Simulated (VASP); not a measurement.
## Ag: electric field gradients with LDA

Crystal: Ag.

```xyz
2
Lattice="2.9300 0.0000 0.0000 -1.4650 2.5375 0.0000 0.0000 0.0000 4.7900" Properties=species:S:1:pos:R:3 pbc="T T T"
Ag    0.0000    1.6916    1.1975
Ag    1.4650    0.8458    3.5925
```

```json
{
 "Program": "VASP 6.6.1",
 "Task": "electric field gradients",
 "Functional": "LDA",
 "Potentials or basis": "VASP PAW LDA potentials, release 64 (Ag)",
 "Cutoff": "520 eV",
 "k mesh": "14 × 14 × 8",
 "Occupations": "fermi-dirac, width 0.05 eV",
 "Spin": "no spin polarisation",
 "Dipole correction": "no",
 "Further INCAR settings": "ALGO = Normal; EDIFF = 1e-08; NBANDS = 18"
}
```

The pressure is -10.4 GPa and the band gap on the k mesh is zero (band 11 reaches 11.11 eV, above the bottom of band 12 at 4.23 eV).

Stress tensor (GPa, compression positive):
```
-10.32   0.00   0.00
  0.00 -10.32   0.00
  0.00   0.00 -10.69
```

Levels at points of the mesh, in eV from the Fermi level:
```tsv
k point	band 9	band 10	band 11	band 12	band 13	band 14
(0.00, 0.00, 0.00)	-3.93	-2.98	-2.98	-0.28	3.35	15.61
(0.50, 0.00, 0.00)	-2.80	-2.72	0.15	1.47	6.65	6.95
(0.00, 0.00, 0.50)	-3.28	-3.28	-3.28	-3.28	10.81	10.81
(0.50, 0.00, 0.50)	-2.77	-2.77	0.82	0.82	4.35	4.35
```

Electric field gradients, principal values (V/Å²):
```csv
atom,least,middle,greatest (by size)
1 Ag,-1.978,-1.980,3.957
2 Ag,-1.978,-1.980,3.957
```

Run time: 24 s on 1 thread of Intel(R) Xeon(R) Platinum 8488C (Sapphire Rapids), with other jobs on the host, peak memory 0.18 GiB.

Caveat: without QUAD_EFG the Cq values of the log hold for a quadrupole moment of 1 mb, not for the nuclei.
